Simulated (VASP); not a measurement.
# ScAl3N3 (Cm) in VASP: further runs

Runs on ScAl3N3. Level: PBE. Tasks: single point, relaxation of cell and atoms.

Everything below comes from runs of VASP 6.6.1. Logs are shortened: lines on timing, memory, paths and dates and some standing lists are left out, and cuts for length are marked.

**1. The cell of the first run**

Symmetry: Cm, No. 8, monoclinic system. The conventional cell has a = 10.354 Å, b = 3.197 Å, c = 5.702 Å, α = 90.00°, β = 100.04°, γ = 90.00°. Within 2.7 Å of Sc (site symmetry m) lie 4 N at 2.06 to 2.12 Å. Within 2.5 Å of Al (site symmetry m) lie 2 N at 1.89 to 1.97 Å. Within 2.5 Å of Al (site symmetry m) lie 3 N at 1.90 to 1.93 Å. Al (site symmetry m) has 3 N at 1.88 to 1.92 Å within 2.5 Å. Within 2.5 Å of N (site symmetry m) lie 3 Al at 1.88 to 1.93 Å and 1 Sc at 2.12 Å. N (site symmetry m) has 3 Al at 1.92 to 1.97 Å and 1 Sc at 2.09 Å within 2.5 Å. Within 2.5 Å of N (site symmetry m) lie 2 Al at 1.89 to 1.90 Å and 2 Sc at 2.06 Å.

The cell was generated, and may not be a known phase.

**2. Single point, PBE**

The input, INCAR:

```
SYSTEM = ScAl3N3
PREC = Accurate
ENCUT = 600
EDIFF = 1E-6
ISMEAR = 0
SIGMA = 0.1
LREAL = .False.
LASPH = .True.
NELM = 120
ALGO = Normal
ISIF = 2
LWAVE = .False.
LCHARG = .True.
GGA = PE
LELF = .True.
LVHAR = .True.
NBANDS = 26
GGA_COMPAT = .False.
```

The input, KPOINTS:

```
regular mesh
0
Gamma
  10 10 6
  0 0 0
```

The input, POSCAR:

```
ScAl3N3
1.0
    5.1767169811     -1.5986480141     -0.0347177208
    5.1767169811      1.5986480141     -0.0347177208
   -0.9566471147      0.0000000000      5.6213631936
Sc Al N
1 3 3
Direct
    0.0604194080      0.0604194080      0.6831825848
    0.3011322378      0.3011322378      0.4311348015
    0.5654247743      0.5654247743      0.1952909017
    0.8187802040      0.8187802040      0.9371057974
    1.0022152573      1.0022152573      0.0211104811
    0.2654775165      0.2654775165      0.7597176223
    0.4865505421      0.4865505421      0.4724587911
```

Potentials or basis: VASP PAW PBE potentials, release 64 (Sc_sv, Al, N).

The run is started by

```console
cat potpaw_PBE.64/Sc_sv/POTCAR potpaw_PBE.64/Al/POTCAR potpaw_PBE.64/N/POTCAR > POTCAR
mpirun -np 1 vasp_std > vasp.out
```

OUTCAR:

```text
SYSTEM = ScAl3N3
   PREC = Accurate
   ENCUT = 600
   EDIFF = 1E-6
   ISMEAR = 0
   LREAL = .False.
   LASPH = .True.
   NELM = 120
   ISIF = 2
   GGA = PE

 ion  position               nearest neighbor table
   1  0.060  0.060  0.683-   7 2.06   7 2.06   6 2.09   5 2.12   2 3.09   4 3.10   3 3.22   3 3.22
                             4 3.23   4 3.23   2 3.24   2 3.24   3 3.32   3 3.32
   2  0.301  0.301  0.431-   7 1.89   6 1.97   3 3.03   3 3.03   1 3.09   1 3.24   1 3.24   3 3.25
                             4 3.27   4 3.27   4 3.28   4 3.28
   3  0.565  0.565  0.195-   7 1.90   5 1.93   5 1.93   2 3.03   2 3.03   4 3.15   4 3.15   1 3.22
                             1 3.22   4 3.22   2 3.25   1 3.32   1 3.32
   4  0.819  0.819  0.937-   5 1.88   6 1.92   6 1.92   1 3.10   3 3.15   3 3.15   3 3.22   1 3.23
                             1 3.23   2 3.27   2 3.27   2 3.28   2 3.28
   5  0.002  0.002  0.021-   4 1.88   3 1.93   3 1.93   1 2.12
   6  0.265  0.265  0.760-   4 1.92   4 1.92   2 1.97   1 2.09
   7  0.487  0.487  0.472-   2 1.89   3 1.90   1 2.06   1 2.06

  LATTYP: Found a base centered monoclinic cell.
 ALAT       =    10.3536667944
 B/A-ratio  =     0.3088080862
 C/A-ratio  =     0.5507404978
 COS(beta)  =    -0.1743760933

  Lattice vectors:

 A1 = (   5.1767169811,  -1.5986480141,  -0.0347177208)
 A2 = (   5.1767169811,   1.5986480141,  -0.0347177208)
 A3 = (  -0.9566471147,   0.0000000000,   5.6213631936)

Analysis of symmetry for initial positions (statically):
=====================================================================
 Subroutine PRICEL returns:
 Original cell was already a primitive cell.

 Routine SETGRP: Setting up the symmetry group for a
 base centered monoclinic supercell.

 Subroutine GETGRP returns: Found  2 space group operations
 (whereof  2 operations were pure point group operations)
 out of a pool of  4 trial point group operations.

The static configuration has the point symmetry C_1h.

Analysis of symmetry for dynamics (positions and initial velocities):
=====================================================================
 Subroutine PRICEL returns:
 Original cell was already a primitive cell.

 Routine SETGRP: Setting up the symmetry group for a
 base centered monoclinic supercell.

 Subroutine GETGRP returns: Found  2 space group operations
 (whereof  2 operations were pure point group operations)
 out of a pool of  4 trial point group operations.

The dynamic configuration has the point symmetry C_1h.

 Subroutine INISYM returns: Found  2 space group operations
 (whereof  2 operations are pure point group operations),
 and found     1 'primitive' translations

----------------------------------------------------------------------------------------

                                     Primitive cell

  volume of cell :      92.9358

  direct lattice vectors                    reciprocal lattice vectors
     5.176716981 -1.598648014 -0.034717721     0.096696673 -0.312764283  0.016455901
     5.176716981  1.598648014 -0.034717721     0.096696673  0.312764283  0.016455901
    -0.956647115  0.000000000  5.621363194     0.001194404  0.000000000  0.178096058

  length of vectors
     5.418051264  5.418051264  5.702183604     0.327784289  0.327784289  0.178100063

  position of ions in fractional coordinates (direct lattice)
     0.060419408  0.060419408  0.683182585
     0.301132238  0.301132238  0.431134802
     0.565424774  0.565424774  0.195290902
     0.818780204  0.818780204  0.937105797
     0.002215257  0.002215257  0.021110481
     0.265477516  0.265477516  0.759717622
     0.486550542  0.486550542  0.472458791

  ion indices of the primitive-cell ions
   primitive index   ion index
                 1           1
                 2           2
                 3           3
                 4           4
                 5           5
                 6           6
                 7           7

----------------------------------------------------------------------------------------

 KPOINTS: regular mesh

Automatic generation of k-mesh.
 Grid dimensions read from file:
 generate k-points for:   10   10    6

 Generating k-lattice:

  Cartesian coordinates                     Fractional coordinates (reciprocal lattice)
     0.009669667 -0.031276428  0.001645590     0.100000000 -0.000000000  0.000000000
     0.009669667  0.031276428  0.001645590    -0.000000000  0.100000000  0.000000000
     0.000199067  0.000000000  0.029682676    -0.000000000 -0.000000000  0.166666667

  Length of vectors
     0.032778429  0.032778429  0.029683344

  Shift w.r.t. Gamma in fractional coordinates (k-lattice)
     0.000000000  0.000000000  0.000000000

 Subroutine IBZKPT returns following result:
 ===========================================

 Found    172 irreducible k-points:

 Following reciprocal coordinates:
            Coordinates               Weight
  0.000000  0.000000  0.000000      1.000000
  0.100000  0.000000 -0.000000      4.000000
  0.200000  0.000000 -0.000000      4.000000
  0.300000  0.000000 -0.000000      4.000000
  0.400000  0.000000 -0.000000      4.000000
  0.500000  0.000000 -0.000000      2.000000
[... 16 lines left out ...]
  0.300000  0.300000 -0.000000      2.000000
  0.400000  0.300000 -0.000000      4.000000
 [... further k-points ...]
   k-points           NKPTS =    172   k-points in BZ     NKDIM =    172   number of bands    NBANDS=     26
   number of dos      NEDOS =    301   number of ions     NIONS =      7
   total plane-waves  NPLWV = 110592
   dimension x,y,z NGX =    48 NGY =   48 NGZ =   48
   dimension x,y,z NGXF=    96 NGYF=   96 NGZF=   96
   ions per type =               1   3   3
   NGX,Y,Z   is equivalent  to a cutoff of  14.73, 14.73, 13.99 a.u.
   NGXF,Y,Z  is equivalent  to a cutoff of  29.46, 29.46, 27.99 a.u.
 SYSTEM =  ScAl3N3
   PREC   = accura    normal or accurate (medium, high low for compatibility)
   ISTART =      0    job   : 0-new  1-cont  2-samecut
   ICHARG =      2    charge: 1-file 2-atom 10-const
   ISPIN  =      1    spin polarized calculation?
   LNONCOLLINEAR =      F non collinear calculations
   LSORBIT =      F    spin-orbit coupling
   LASPH  =      T    aspherical Exc in radial PAW
   ENCUT  =  600.0 eV  44.10 Ry    6.64 a.u.  10.82 10.82 11.39*2*pi/ulx,y,z
   NELM   =    120;   NELMIN=  2; NELMDL= -5     # of ELM steps
   EDIFF  = 0.1E-05   stopping-criterion for ELM
   LREAL  =      F    real-space projection
   EDIFFG = 0.1E-04   stopping-criterion for IOM
   NSW    =      0    number of steps for IOM
   IBRION =     -1    ionic relax: 0-MD 1-quasi-New 2-CG
   NFREE  =      0    steps in history (QN), initial steepest desc. (CG)
   ISIF   =      2    stress and relaxation
   ISYM   =      2    0-nonsym 1-usesym 2-fastsym
   POTIM  = 0.5000    time-step for ionic-motion
   TEBEG  =    0.0;   TEEND  =   0.0 temperature during run
   PSTRESS=    0.0 pullay stress
   NELECT =      35.0000    total number of electrons
   NUPDOWN=      -1.0000    fix difference up-down
   EMIN   =  10.00;   EMAX   =-10.00  energy-range for DOS
   EFERMI =   0.00;   METHOD = LEGACY
   ISMEAR =     0;   SIGMA  =   0.10  broadening in eV -4-tet -1-fermi 0-gaus
   EFERMI_NEDOS =   21; number of points for ismear=-14 and -15
   IALGO  =     38    algorithm
   IMIX   =      4    mixing-type and parameters
     AMIX     =   0.40;   BMIX     =  1.00
     AMIX_MAG =   1.60;   BMIX_MAG =  1.00
  volume/ion in A,a.u.               =      13.28        89.59
  Fermi-wavevector in a.u.,A,eV,Ry     =   1.182233  2.234097 19.016531  1.397676
  Thomas-Fermi vector in A             =   2.318491
   LORBIT       =      0    0 simple, 1 ext, 2 COOP (PROOUT), +10 PAW based schemes
   GGA     = PE    functional components
   LHFCALC =     F    Hartree Fock is set to
   AEXX    =    0.0000 exact exchange contribution
   IVDW    =     0    specifies the selected vdW correction
   LEPSILON=     F    determine dielectric tensor
   LRPA    =     F    only Hartree local field effects (RPA)
 non-spin polarized calculation
 Gauss-broadening in eV      SIGMA  =   0.10
  energy-cutoff  :      600.00
  volume of cell :       92.94
 maximum number of plane-waves:      3122
 NGX is ok and might be reduce to    48
   NGX = 21   NGY = 21   NGZ = 23

 number of electron      35.0000001 magnetization

 Free energy of the ion-electron system (eV)
  ---------------------------------------------------
  ext. energy  EPLUGINS =         0.00000000
  ---------------------------------------------------
  free energy    TOTEN  =       -49.03646451 eV

  energy without entropy =      -49.02920451  energy(sigma->0) =      -49.03283451

 E-fermi :   6.8883     XC(G=0): -10.3901

 val. band max:        6.8842438788   @ k =  -0.4000   0.1000   0.0000
 cond. band min:       6.8942392796   @ k =  -0.3000  -0.4000   0.3333
 fundamental gap:      0.0099954008
 Fermi energy:         6.8882704322

 k-point     1 :       0.0000    0.0000    0.0000
  band No.  band energies     occupation
      1     -42.6217      2.00000
      2     -21.3999      2.00000
      3     -21.3519      2.00000
      4     -21.2433      2.00000
      5      -9.5069      2.00000
      6      -8.2826      2.00000
[... 18 lines left out ...]
     25      11.4220      0.00000
     26      11.6499      0.00000

 k-point     2 :       0.1000    0.0000   -0.0000
  band No.  band energies     occupation
      1     -42.6187      2.00000
      2     -21.3967      2.00000
      3     -21.3505      2.00000
      4     -21.2742      2.00000
      5      -9.4215      2.00000
      6      -8.2439      2.00000
[... 18 lines left out ...]
     25      11.4989      0.00000
     26      11.7412      0.00000

 k-point     3 :       0.2000    0.0000   -0.0000
  band No.  band energies     occupation
      1     -42.6108      2.00000
      2     -21.3927      2.00000
      3     -21.3848      2.00000
      4     -21.3115      2.00000
      5      -9.1813      2.00000
      6      -8.1399      2.00000
[... 18 lines left out ...]
     25      11.3288      0.00000
     26      11.8897      0.00000

 k-point     4 :       0.3000    0.0000   -0.0000
  band No.  band energies     occupation
      1     -42.6010      2.00000
      2     -21.4926      2.00000
      3     -21.3776      2.00000
      4     -21.3000      2.00000
      5      -8.8346      2.00000
      6      -8.0117      2.00000
[... 18 lines left out ...]
     25      11.3334      0.00000
     26      12.4827      0.00000

 k-point     5 :       0.4000    0.0000   -0.0000
  band No.  band energies     occupation
      1     -42.5930      2.00000
      2     -21.5788      2.00000
      3     -21.3692      2.00000
      4     -21.2859      2.00000
      5      -8.4656      2.00000
      6      -7.9468      2.00000
[... 18 lines left out ...]
     25      10.8467      0.00000
     26      11.8618      0.00000

 k-point     6 :       0.5000    0.0000   -0.0000
  band No.  band energies     occupation
      1     -42.5900      2.00000
      2     -21.6117      2.00000
      3     -21.3660      2.00000
      4     -21.2803      2.00000
      5      -8.2452      2.00000
      6      -7.9977      2.00000
[... 427 lines left out ...]
 k-point    21 :      -0.3000    0.2000   -0.0000
  band No.  band energies     occupation
      1     -42.5900      2.00000
      2     -21.6117      2.00000
      3     -21.3660      2.00000
      4     -21.2803      2.00000
      5      -8.2453      2.00000
      6      -7.9977      2.00000
[... 18 lines left out ...]
     25      10.8160      0.00000
     26      11.4342      0.00000

 k-point    22 :      -0.2000    0.2000    0.0000
  band No.  band energies     occupation
      1     -42.5930      2.00000
      2     -21.5788      2.00000
      3     -21.3687      2.00000
      4     -21.2859      2.00000
      5      -8.5189      2.00000
      6      -7.9074      2.00000
[... 18 lines left out ...]
     25      10.7838      0.00000
     26      12.1088      0.00000

 k-point    23 :       0.3000    0.3000   -0.0000
  band No.  band energies     occupation
      1     -42.6216      2.00000
      2     -21.4033      2.00000
      3     -21.3519      2.00000
      4     -21.2434      2.00000
      5      -9.3110      2.00000
      6      -8.4617      2.00000
[... 18 lines left out ...]
     25      11.6553      0.00000
     26      12.1512      0.00000

 k-point    24 :       0.4000    0.3000   -0.0000
  band No.  band energies     occupation
      1     -42.6186      2.00000
      2     -21.4005      2.00000
      3     -21.3504      2.00000
      4     -21.2743      2.00000
      5      -9.1846      2.00000
      6      -8.4582      2.00000
[... 18 lines left out ...]
     25      11.6726      0.00000
     26      12.2325      0.00000

 [... further k-points ...]
[... 5 lines left out ...]
  --------------------------------------------------------------------------------------
  -------------------------------------------------------------------------------------
  Total        0.0489008      0.0151034      0.0569524      0.0000000      0.0000000     -0.0119917
  in kB        0.8430318      0.2603762      0.9818380      0.0000000      0.0000000     -0.2067320
  external PRESSURE =       0.6950820 kB  Pullay stress =       0.0000000 kB

 VOLUME and BASIS-vectors are now :
 -----------------------------------------------------------------------------
  energy-cutoff  :      600.00
  volume of cell :       92.94
      direct lattice vectors                 reciprocal lattice vectors
     5.176716981 -1.598648014 -0.034717721     0.096696673 -0.312764283  0.016455901
     5.176716981  1.598648014 -0.034717721     0.096696673  0.312764283  0.016455901
    -0.956647115  0.000000000  5.621363194     0.001194404  0.000000000  0.178096058

 POSITION                                       TOTAL-FORCE (eV/Angst)
 -----------------------------------------------------------------------------------
     -0.02802      0.00000      3.83622        -0.001806      0.000000      0.012945
      2.70531      0.00000      2.40266         0.000776      0.000000      0.002100
      5.66726      0.00000      1.05854        -0.003810      0.000000     -0.001845
      7.58071      0.00000      5.21096        -0.000311      0.000000     -0.007475
      0.00274      0.00000      0.11852        -0.016975      0.000000      0.049356
      2.02182      0.00000      4.25222         0.052138      0.000000      0.015520
      4.58549      0.00000      2.62208        -0.030014      0.000000     -0.070601
 -----------------------------------------------------------------------------------
    total drift:                                0.000088      0.000000     -0.000175

  FREE ENERGIE OF THE ION-ELECTRON SYSTEM (eV)
  ---------------------------------------------------
  free  energy   TOTEN  =       -49.0364645137 eV

  energy  without entropy=      -49.0292045052  energy(sigma->0) =      -49.03283451
```

It took 24 min on 1 thread of Oxide Virtual Turin-like, shared host; peak memory 0.63 GiB.

What came out:

```yaml
Free_energy: -49.0365 eV
Pressure: 0.1 GPa
Largest_force: 0.077 eV/Å
Band_gap_on_the_k_mesh: zero (an odd number of electrons rules out a gap without spin polarisation)
```

Forces in eV/Å, atoms in the order of the input:
```
Sc  -0.002  0.000  0.013
Al   0.001  0.000  0.002
Al  -0.004  0.000 -0.002
Al   0.000  0.000 -0.007
N   -0.017  0.000  0.049
N    0.052  0.000  0.016
N   -0.030  0.000 -0.071
```

Caveat: an odd number of electrons without spin polarisation forces a metal; a magnetic or distorted state may lie lower.

**3. Relaxation of cell and atoms, PBE**

This run uses another cell than the first one, of 13.07 Å³/atom.

The input, INCAR:

```
SYSTEM = ScAl3N3
PREC = Accurate
ENCUT = 600
EDIFF = 1E-7
ISMEAR = 0
SIGMA = 0.1
LREAL = .FALSE.
LASPH = .TRUE.
NELM = 120
ALGO = Normal
ISIF = 3
LWAVE = .FALSE.
LCHARG = .FALSE.
GGA = PE
IBRION = 2
NSW = 100
EDIFFG = -0.01
GGA_COMPAT = .FALSE.
NELMIN = 4
```

The input, KPOINTS:

```
Automatic mesh
0
G
  8 8 8
  0 0 0
```

The input, POSCAR:

```
ScAl3N3
1.0
    3.1688544012     -3.2805026748      0.0000000000
    3.1688544012      3.2805026748      0.0000000000
   -3.1560250861      0.0000000000      4.3994521452
Sc Al N
1 3 3
Direct
    0.0358990340      0.0358990340      0.9694581658
    0.5177056713      0.5177056713      0.9556546297
    0.7744405039      0.2638210947      0.4504589621
    0.2638210947      0.7744405039      0.4504589621
    0.6242127363      0.1545402754      0.6921095523
    0.1545402754      0.6242127363      0.6921095523
    0.8831326644      0.8831326644      0.2176421057
```

Potentials or basis: VASP PAW PBE potentials, release 64 (Sc_sv, Al, N).

The run is started by

```console
cat potpaw_PBE.64/Sc_sv/POTCAR potpaw_PBE.64/Al/POTCAR potpaw_PBE.64/N/POTCAR > POTCAR
mpirun -np 1 vasp_std > vasp.out
```

Run time: 17 min. Hardware: 1 thread of Oxide Virtual Turin-like, shared host; peak memory 0.48 GiB.

Results (log left out):

```yaml
Free_energy: -49.0880 eV
Relaxed_volume: 13.07 Å³/atom
Relaxed_cell: a = 4.555 Å, b = 4.555 Å, c = 5.434 Å, α = 113.97°, β = 113.97°, γ = 91.80°
Space_group_after_relaxing_to_0.1_Å: Cm (No. 8)
Energy_gained_by_relaxing: 0.3 meV/atom
Ionic_steps: 8
Pressure_after_relaxing: 0.0 GPa
Largest_force_after_relaxing: 0.010 eV/Å
Band_gap_on_the_k_mesh: zero (an odd number of electrons rules out a gap without spin polarisation)
```

Forces on the atoms (eV/Å):
```
Sc  -0.005  0.000 -0.001
Al   0.009  0.000 -0.004
Al  -0.005  0.005  0.004
Al  -0.005 -0.005  0.004
N    0.003 -0.003 -0.002
N    0.003  0.003 -0.002
N    0.000  0.000  0.001
```

Step by step:
```tsv
step	energy change (eV)	largest force (eV/Å)	pressure (GPa)	volume (Å³)
1	0.0000	0.1329	-0.06	91.47
2	-0.0015	0.0390	0.02	91.40
3	-0.0015	0.0372	0.03	91.39
4	-0.0018	0.0308	0.02	91.41
5	-0.0018	0.0287	0.02	91.42
6	-0.0021	0.0122	0.01	91.45
7	-0.0021	0.0213	0.01	91.47
8	-0.0022	0.0099	0.00	91.48
```

Final structure:
```
CELL_PARAMETERS angstrom
3.16970 -3.27091 -0.00578
3.16970 3.27091 -0.00578
-3.16489 0.00000 4.41739
ATOMIC_POSITIONS crystal
Sc 0.03750 0.03750 0.97029
Al 0.51595 0.51595 0.95385
Al 0.77572 0.26383 0.45207
Al 0.26383 0.77572 0.45207
N 0.62480 0.15427 0.69169
N 0.15427 0.62480 0.69169
N 0.88167 0.88167 0.21622
```

Levels at points of the mesh, in eV from the Fermi level:
| k point | band 15 | band 16 | band 17 | band 18 | band 19 | band 20 |
| --- | --- | --- | --- | --- | --- | --- |
| (0.00, 0.00, 0.00) | -3.88 | -3.58 | -3.32 | -0.40 | 0.26 | 0.79 |
| (0.50, 0.00, 0.00) | -3.76 | -3.60 | -2.02 | -0.59 | 0.76 | 1.58 |
| (0.50, 0.50, 0.00) | -3.56 | -3.37 | -2.61 | 0.38 | 1.14 | 2.11 |
| (0.00, 0.00, 0.50) | -3.83 | -3.82 | -1.97 | 0.16 | 0.32 | 0.71 |
| (0.50, 0.00, 0.50) | -3.67 | -3.30 | -1.91 | 0.02 | 0.59 | 1.47 |
| (0.50, 0.50, 0.50) | -3.59 | -3.24 | -2.22 | 0.24 | 0.82 | 1.63 |

Caveat: an odd number of electrons without spin polarisation forces a metal; a magnetic or distorted state may lie lower.
